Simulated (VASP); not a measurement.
Write the native input for VASP 6.6.1 that does the following.

| Item | Value |
| --- | --- |
| Task | single point |
| Functional | PBE |
| Potentials or basis | VASP PAW PBE potentials, release 64 (Al) |
| Cutoff | 500 eV |
| k mesh | 21 × 21 × 21 |
| Occupations | gaussian, width 0.05 eV |
| Spin | no spin polarisation |
| Dipole correction | no |
| Further INCAR settings | ALGO = Normal; EDIFF = 1e-06; NBANDS = 8 |

The structure of Al lies in POSCAR:

```
Al
1.0
    0.0000000000      2.0645171409      2.0645171409
    2.0645171409      0.0000000000      2.0645171409
    2.0645171409      2.0645171409      0.0000000000
Al
1
Direct
    0.0000000000      0.0000000000      0.0000000000
```

These files were run (other wordings do the same):

INCAR

```
ALGO = Normal
EDIFF = 1E-6
ENCUT = 500
GGA = PE
GGA_COMPAT = False
ISIF = 2
ISMEAR = 0
LASPH = True
LCHARG = True
LELF = True
LREAL = False
LVHAR = True
LWAVE = False
NBANDS = 8
NELM = 120
PREC = Accurate
SIGMA = 0.05
```

KPOINTS

```
k-points
0
Gamma
  21 21 21
```

Potentials or basis: VASP PAW PBE potentials, release 64 (Al).

Command:

```console
$ cat potpaw_PBE.64/Al/POTCAR > POTCAR
$ mpirun -np 1 vasp_std > vasp.out
```

Results of the run:

```yaml
Pressure: -4.4 GPa
Band_gap_on_the_k_mesh: zero (an odd number of electrons rules out a gap without spin polarisation)
```

Caveat: the cell stands under tension.

Wall time 14 s on 1 thread of Intel Xeon 8259CL (shared host), peak memory 0.16 GiB.
